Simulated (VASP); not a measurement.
# HgTe (F-43m) in VASP: notebook

HgTe is run at these levels: PBEsol, LDA, PBE; tasks: vibrations by perturbation theory, elastic constants.

All numbers are computed with VASP 6.6.1; they aren't measurements. Logs are shortened: lines on timing, memory, paths and dates and some standing lists are left out, and cuts for length are marked.

### Step 1. The cell of the first run

It takes space group F-43m (No. 216, cubic). Conventional cell: a = 6.429 Å, b = 6.429 Å, c = 6.429 Å, α = 90.00°, β = 90.00°, γ = 90.00°. Within 3.7 Å of Hg (site symmetry -43m) lie 4 Te at 2.78 Å. Within 3.7 Å of Te (site symmetry -43m) lie 4 Hg at 2.78 Å.

### Step 2. Vibrations by perturbation theory, PBEsol

INCAR reads:

```
  PREC = Accurate
  ENCUT = 520
  EDIFF = 1E-8
  ISMEAR = -1
  SIGMA = 0.05
  LREAL = F
  LASPH = T
  NELM = 60
  ALGO = Normal
  ISIF = 2
  LWAVE = F
  LCHARG = F
  GGA = PS
  NBANDS = 16
  IBRION = 8
  NSW = 1
```

KPOINTS reads:

```
regular mesh
0
Gamma
  5 5 5
```

POSCAR reads:

```
HgTe
1.0
    0.0000000000      3.2145000000      3.2145000000
    3.2145000000      0.0000000000      3.2145000000
    3.2145000000      3.2145000000      0.0000000000
Hg Te
1 1
Direct
    0.0000000000      0.0000000000      0.0000000000
    0.7500000000      0.7500000000      0.7500000000
```

Potentials or basis: VASP PAW PBE potentials, release 64 (Hg, Te).

Run with:

```sh
$ cat potpaw_PBE.64/Hg/POTCAR potpaw_PBE.64/Te/POTCAR > POTCAR
$ mpirun -np 1 vasp_std > vasp.out
```

OUTCAR:

```text
PREC = Accurate
   ENCUT = 520
   EDIFF = 1E-8
   ISMEAR = -1
   LREAL = F
   LASPH = T
   NELM = 60
   ISIF = 2
   GGA = PS
   IBRION = 8
   NSW = 1

 ion  position               nearest neighbor table
   1  0.000  0.000  0.000-   2 2.78   2 2.78   2 2.78   2 2.78
   2  0.750  0.750  0.750-   1 2.78   1 2.78   1 2.78   1 2.78

  LATTYP: Found a face centered cubic cell.
 ALAT       =     6.4290000000

  Lattice vectors:

 A1 = (   0.0000000000,   3.2145000000,   3.2145000000)
 A2 = (   3.2145000000,   0.0000000000,   3.2145000000)
 A3 = (   3.2145000000,   3.2145000000,   0.0000000000)

Analysis of symmetry for initial positions (statically):
=====================================================================
 Subroutine PRICEL returns:
 Original cell was already a primitive cell.

 Routine SETGRP: Setting up the symmetry group for a
 face centered cubic supercell.

 Subroutine GETGRP returns: Found 24 space group operations
 (whereof 24 operations were pure point group operations)
 out of a pool of 48 trial point group operations.

The static configuration has the point symmetry T_d .

Analysis of symmetry for dynamics (positions and initial velocities):
=====================================================================
 Subroutine PRICEL returns:
 Original cell was already a primitive cell.

 Routine SETGRP: Setting up the symmetry group for a
 face centered cubic supercell.

 Subroutine GETGRP returns: Found 24 space group operations
 (whereof 24 operations were pure point group operations)
 out of a pool of 48 trial point group operations.

The dynamic configuration has the point symmetry T_d .

 Subroutine INISYM returns: Found 24 space group operations
 (whereof 24 operations are pure point group operations),
 and found     1 'primitive' translations

----------------------------------------------------------------------------------------

                                     Primitive cell

  volume of cell :      66.4309

  direct lattice vectors                    reciprocal lattice vectors
     0.000000000  3.214500000  3.214500000    -0.155545186  0.155545186  0.155545186
     3.214500000  0.000000000  3.214500000     0.155545186 -0.155545186  0.155545186
     3.214500000  3.214500000  0.000000000     0.155545186  0.155545186 -0.155545186

  length of vectors
     4.545989496  4.545989496  4.545989496     0.269412165  0.269412165  0.269412165

  position of ions in fractional coordinates (direct lattice)
     0.000000000  0.000000000  0.000000000
     0.750000000  0.750000000  0.750000000

  ion indices of the primitive-cell ions
   primitive index   ion index
                 1           1
                 2           2

----------------------------------------------------------------------------------------

 KPOINTS: regular mesh

Automatic generation of k-mesh.
 Grid dimensions read from file:
 generate k-points for:    5    5    5

 Generating k-lattice:

  Cartesian coordinates                     Fractional coordinates (reciprocal lattice)
    -0.031109037  0.031109037  0.031109037     0.200000000  0.000000000  0.000000000
     0.031109037 -0.031109037  0.031109037     0.000000000  0.200000000  0.000000000
     0.031109037  0.031109037 -0.031109037     0.000000000  0.000000000  0.200000000

  Length of vectors
     0.053882433  0.053882433  0.053882433

  Shift w.r.t. Gamma in fractional coordinates (k-lattice)
     0.000000000  0.000000000  0.000000000

 Subroutine IBZKPT returns following result:
 ===========================================

 Found     10 irreducible k-points:

 Following reciprocal coordinates:
            Coordinates               Weight
  0.000000  0.000000  0.000000      1.000000
  0.200000  0.000000  0.000000      8.000000
  0.400000  0.000000  0.000000      8.000000
  0.200000  0.200000  0.000000      6.000000
  0.400000  0.200000  0.000000     24.000000
 -0.400000  0.200000  0.000000     24.000000
 -0.200000  0.200000  0.000000     12.000000
  0.400000  0.400000  0.000000      6.000000
 -0.400000  0.400000  0.000000     12.000000
 -0.400000  0.400000  0.200000     24.000000
   k-points           NKPTS =     10   k-points in BZ     NKDIM =     10   number of bands    NBANDS=     16
   number of dos      NEDOS =    301   number of ions     NIONS =      2
   total plane-waves  NPLWV =  46656
   dimension x,y,z NGX =    36 NGY =   36 NGZ =   36
   dimension x,y,z NGXF=    72 NGYF=   72 NGZF=   72
   ions per type =               1   1
   NGX,Y,Z   is equivalent  to a cutoff of  13.17, 13.17, 13.17 a.u.
   NGXF,Y,Z  is equivalent  to a cutoff of  26.33, 26.33, 26.33 a.u.
 SYSTEM =  unknown system
   PREC   = accura    normal or accurate (medium, high low for compatibility)
   ISTART =      0    job   : 0-new  1-cont  2-samecut
   ICHARG =      2    charge: 1-file 2-atom 10-const
   ISPIN  =      1    spin polarized calculation?
   LNONCOLLINEAR =      F non collinear calculations
   LSORBIT =      F    spin-orbit coupling
   LASPH  =      T    aspherical Exc in radial PAW
   ENCUT  =  520.0 eV  38.22 Ry    6.18 a.u.   8.45  8.45  8.45*2*pi/ulx,y,z
   NELM   =     60;   NELMIN=  2; NELMDL= -5     # of ELM steps
   EDIFF  = 0.1E-07   stopping-criterion for ELM
   LREAL  =      F    real-space projection
   EDIFFG = 0.1E-06   stopping-criterion for IOM
   NSW    =      1    number of steps for IOM
   IBRION =      8    ionic relax: 0-MD 1-quasi-New 2-CG
   NFREE  =      0    steps in history (QN), initial steepest desc. (CG)
   ISIF   =      2    stress and relaxation
   ISYM   =      2    0-nonsym 1-usesym 2-fastsym
   POTIM  = 0.5000    time-step for ionic-motion
   TEBEG  =    0.0;   TEEND  =   0.0 temperature during run
   PSTRESS=    0.0 pullay stress
   NELECT =      18.0000    total number of electrons
   NUPDOWN=      -1.0000    fix difference up-down
   EMIN   =  10.00;   EMAX   =-10.00  energy-range for DOS
   EFERMI =   0.00;   METHOD = LEGACY
   ISMEAR =    -1;   SIGMA  =   0.05  broadening in eV -4-tet -1-fermi 0-gaus
   EFERMI_NEDOS =   21; number of points for ismear=-14 and -15
   IALGO  =     38    algorithm
   IMIX   =      4    mixing-type and parameters
     AMIX     =   0.40;   BMIX     =  1.00
     AMIX_MAG =   1.60;   BMIX_MAG =  1.00
  volume/ion in A,a.u.               =      33.22       224.15
  Fermi-wavevector in a.u.,A,eV,Ry     =   1.059357  2.001894 15.268958  1.122237
  Thomas-Fermi vector in A             =   2.194699
   LORBIT       =      0    0 simple, 1 ext, 2 COOP (PROOUT), +10 PAW based schemes
   GGA     = PS    functional components
   LHFCALC =     F    Hartree Fock is set to
   AEXX    =    0.0000 exact exchange contribution
   IVDW    =     0    specifies the selected vdW correction
   LEPSILON=     F    determine dielectric tensor
   LRPA    =     F    only Hartree local field effects (RPA)
 non-spin polarized calculation
  energy-cutoff  :      520.00
  volume of cell :       66.43
 maximum number of plane-waves:      1807
 NGX is ok and might be reduce to    36
   NGX = 17   NGY = 17   NGZ = 17

--------------------------------------- Ionic step        1  -------------------------------------------

 number of electron      18.0000000 magnetization

 Free energy of the ion-electron system (eV)
  ---------------------------------------------------
  ext. energy  EPLUGINS =         0.00000000
  ---------------------------------------------------
  free energy    TOTEN  =        -4.32718186 eV

  energy without entropy =       -4.32563772  energy(sigma->0) =       -4.32640979

 E-fermi :   3.1750     XC(G=0):  -9.0057

 val. band max:        3.1401320986   @ k =   0.0000   0.0000   0.0000
 cond. band min:       3.8113418834   @ k =   0.4000   0.0000   0.0000
 fundamental gap:      0.6712097848
 Fermi energy:         3.1749526411

 k-point     1 :       0.0000    0.0000    0.0000
  band No.  band energies     occupation
      1      -9.0017      2.00000
      2      -4.3152      2.00000
      3      -4.3152      2.00000
      4      -4.3152      2.00000
      5      -3.7614      2.00000
      6      -3.7614      2.00000
[... 169 lines left out ...]
      5      -3.7531      2.00000
      6      -3.3679      2.00000
[... 8 lines left out ...]
     15      13.1647      0.00000
     16      14.7682      0.00000

------------------------ aborting loop because EDIFF is reached ----------------------------------------

  FORCE on cell =-STRESS in cart. coord.  units (eV):
  Direction    XX          YY          ZZ          XY          YZ          ZX
  --------------------------------------------------------------------------------------
  -------------------------------------------------------------------------------------
  Total        0.8494858      0.8494858      0.8494858      0.0000000      0.0000000      0.0000000
  in kB       20.4878514     20.4878514     20.4878514      0.0000000      0.0000000      0.0000000
  external PRESSURE =      20.4878514 kB  Pullay stress =       0.0000000 kB

 VOLUME and BASIS-vectors are now :
 -----------------------------------------------------------------------------
  energy-cutoff  :      520.00
  volume of cell :       66.43
      direct lattice vectors                 reciprocal lattice vectors
     0.000000000  3.214500000  3.214500000    -0.155545186  0.155545186  0.155545186
     3.214500000  0.000000000  3.214500000     0.155545186 -0.155545186  0.155545186
     3.214500000  3.214500000  0.000000000     0.155545186  0.155545186 -0.155545186

 POSITION                                       TOTAL-FORCE (eV/Angst)
 -----------------------------------------------------------------------------------
      0.00000      0.00000      0.00000        -0.000000     -0.000000     -0.000000
      4.82175      4.82175      4.82175         0.000000      0.000000      0.000000
 -----------------------------------------------------------------------------------
    total drift:                                0.000000      0.000000      0.000000

  FREE ENERGIE OF THE ION-ELECTRON SYSTEM (eV)
  ---------------------------------------------------
  free  energy   TOTEN  =        -4.3271818642 eV

  energy  without entropy=       -4.3256377164  energy(sigma->0) =       -4.32640979

[... ionic steps 2 to 3 ...]

--------------------------------------- Ionic step        4  -------------------------------------------

------------------------ aborting loop because EDIFF is reached ----------------------------------------

[... ionic steps 5 to 6 ...]

--------------------------------------- Ionic step        7  -------------------------------------------

 Free energy of the ion-electron system (eV)
  ---------------------------------------------------
  ---------------------------------------------------
  free energy    TOTEN  =        -0.04786901 eV

  energy without entropy =       -0.04786901

------------------------ aborting loop because EDIFF is reached ----------------------------------------

 INTERNAL STRAIN TENSOR  FOR ION    2  DIRECTION 1   (eV/Angst):
 -----------------------------------------------------------------------------
     0.00343 -0.00000  0.00000
     0.00000  0.00508  6.08823
     0.00000  6.08823  0.00508

 INTERNAL STRAIN TENSOR FOR ION    2 for displacements in x,y,z  (eV/Angst):
          X           Y           Z          XY          YZ          ZX
  --------------------------------------------------------------------------------
  x     0.00000    -0.00000     0.00000    -0.00000     6.08823    -0.00000
  y    -0.00000     0.00000     0.00000     0.00000    -0.00000     6.08823
  z    -0.00000     0.00000     0.00000     6.08823    -0.00000    -0.00000

 SECOND DERIVATIVES (NOT SYMMETRIZED)
 ------------------------------------
               1X          1Y          1Z          2X          2Y          2Z
  1X    -4.146459    0.000000    0.000000    4.146459    0.000000    0.000000
  1Y     0.000000   -4.146459    0.000000    0.000000    4.146459    0.000000
  1Z     0.000000    0.000000   -4.146459    0.000000    0.000000    4.146459
  2X     4.144973    0.000000    0.000000   -4.144973    0.000000    0.000000
  2Y     0.000000    4.144973    0.000000    0.000000   -4.144973    0.000000
  2Z     0.000000    0.000000    4.144973    0.000000    0.000000   -4.144973

 Eigenvectors and eigenvalues of the dynamical matrix
 ----------------------------------------------------

   1 f  =    3.604330 THz    22.646673 2PiTHz  120.227507 cm-1    14.906304 meV
             X         Y         Z           dx          dy          dz
      0.000000  0.000000  0.000000     0.623606    0.000000    0.000000
      4.821750  4.821750  4.821750    -0.781739   -0.000000    0.000000
[... 21 lines left out ...]
   6 f/i=    0.000315 THz     0.001979 2PiTHz    0.010507 cm-1     0.001303 meV
             X         Y         Z           dx          dy          dz
      0.000000  0.000000  0.000000     0.014532    0.158921    0.765277
      4.821750  4.821750  4.821750     0.011592    0.126774    0.610474

--------------------------------------------------------------------------------------------------------

 ELASTIC MODULI CONTR FROM IONIC RELAXATION (kBar)
 Direction    XX          YY          ZZ          XY          YZ          ZX
 --------------------------------------------------------------------------------
 XX          -0.0000     -0.0000      0.0000      0.0000      0.0000      0.0000
 YY          -0.0000     -0.0000      0.0000     -0.0000      0.0000      0.0000
 ZZ           0.0000      0.0000     -0.0000      0.0000     -0.0000     -0.0000
 XY           0.0000     -0.0000      0.0000   -225.5451      0.0000      0.0000
 YZ           0.0000      0.0000     -0.0000      0.0000   -225.5451      0.0000
 ZX           0.0000      0.0000     -0.0000      0.0000      0.0000   -225.5451
 --------------------------------------------------------------------------------
```

It took 71 s on 1 thread of Intel Xeon 6975P-C (Granite Rapids), shared host; peak memory 0.27 GiB.

What came out:

```yaml
Highest_phonon_frequency_at_Γ_LO-TO_splitting_left_out: 120 cm⁻¹
```

Phonon frequencies in cm⁻¹ (negative: imaginary):
| q point | frequencies |
| --- | --- |
| (0.000, 0.000, 0.000) | 0 0 0 120 120 120 |

Caveat: the cell stands under pressure or tension, which shifts response properties; the PAW data sets were made with another functional, which shifts forces and pressure a little; spin-orbit coupling is left out, which moves the levels of the heavy elements.

(Part 1 of 2 ends here.)
